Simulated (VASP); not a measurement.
Input of a VASP 6.6.1 run:

File INCAR:

```
  PREC = Accurate
  ENCUT = 520
  EDIFF = 1E-6
  ISMEAR = 0
  SIGMA = 0.05
  LREAL = False
  LASPH = True
  NELM = 100
  ALGO = Normal
  ISIF = 2
  LWAVE = False
  LCHARG = True
  GGA = PE
  LELF = True
  LVHAR = True
  NELECT = 31.5
  NBANDS = 26
```

File KPOINTS:

```
regular mesh
0
Gamma
  10 6 10
```

The input POSCAR:

```
Si
1.0
    0.0000000000      3.8459308300      0.0000000000
   -0.7468658507      0.0000000000      6.2888139324
    6.9142654484     -1.9229654150      0.0000000000
Si
8
Direct
    0.0555293600      0.8739635100      0.1110587200
    0.9444706400      0.1260364900      0.8889412800
    0.5589993500      0.6533954400      0.1179987000
    0.4410006500      0.3466045600      0.8820013000
    0.2127426600      0.0573078100      0.4254853200
    0.7872573400      0.9426921900      0.5745146800
    0.7271093300      0.5855776500      0.4542186600
    0.2728906700      0.4144223500      0.5457813400
```

Potentials or basis: VASP PAW PBE potentials, release 64 (Si).

The run is started by

```console
$ cat potpaw_PBE.64/Si/POTCAR > POTCAR
$ mpirun -np 1 vasp_std > vasp.out
```

**Question.** Predict the largest force.

**Answer.** 0.405 eV/Å.

Forces in eV/Å, atoms in the order of the input:
```
Si  -0.078  0.000 -0.093
Si   0.078  0.000  0.093
Si   0.005  0.000 -0.144
Si  -0.005  0.000  0.144
Si  -0.195  0.000 -0.093
Si   0.195  0.000  0.093
Si  -0.301  0.000 -0.271
Si   0.301  0.000  0.271
```

Caveat: the cell carries a net charge on a neutralising background, which shifts energy and pressure.
